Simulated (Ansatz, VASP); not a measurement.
## Two plane-wave programs on LaBi

```xyz
2
Lattice="0.0000 3.2381 3.2381 3.2381 0.0000 3.2381 3.2381 3.2381 0.0000" Properties=species:S:1:pos:R:3 pbc="T T T"
La    0.0000    0.0000    0.0000
Bi    3.2381    3.2381    3.2381
```

Alike in both runs: task single point; functional LDA; k mesh 7 × 7 × 7; occupations gaussian, width 0.02 eV; no spin polarisation.

|  | VASP | Ansatz |
| --- | --- | --- |
| version | VASP 6.6.1 | Ansatz 0.2.0 |
| potentials or method | VASP PAW LDA potentials, release 64 (La, Bi_d), cutoff 520 eV | plane waves, PAW |
| valence electrons in the cell | 26 | 26 |

|  | VASP | Ansatz | Ansatz less VASP |
| --- | --- | --- | --- |
| pressure (GPa) | 0.7 | 0.7 | -0.01 |

LDA's correlation is that of Perdew and Zunger in VASP and of Perdew and Wang (1992) in Ansatz.

Spin-orbit coupling is off throughout.
